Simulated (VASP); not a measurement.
CaSe:

```
CELL_PARAMETERS angstrom
0.00000 3.27951 3.27951
3.27951 0.00000 3.27951
3.27951 3.27951 0.00000
ATOMIC_POSITIONS crystal
Ca 0.00000 0.00000 0.00000
Se 0.25000 0.25000 0.25000
```

Base run:

```yaml
Program: VASP 6.6.1
Functional: r2SCAN
Dispersion: D3(BJ)
Potentials_or_basis: VASP PAW PBE potentials, release 64 (Ca_sv, Se)
Cutoff: 520 eV
k_mesh: 6 × 6 × 6
Occupations: gaussian, width 0.05 eV
Spin: no spin polarisation
```

Its results: band gap on the k mesh 3.69 eV, indirect (least direct gap 3.78 eV); pressure -0.4 GPa.

**Question.** The run is repeated on the same cell with these changes: functional from r2SCAN to RPBE; dispersion from D3(BJ) to none. What comes out?

**Answer.** Band gap on the k mesh 3.46 eV, indirect (least direct gap 3.55 eV); pressure 1.9 GPa.

Several settings changed at once, so the effect can't be laid on one alone.

Caveats: the PAW data sets were made with another functional, which shifts forces and pressure a little; three body term missing (some runs).

A k mesh can miss the band edges.
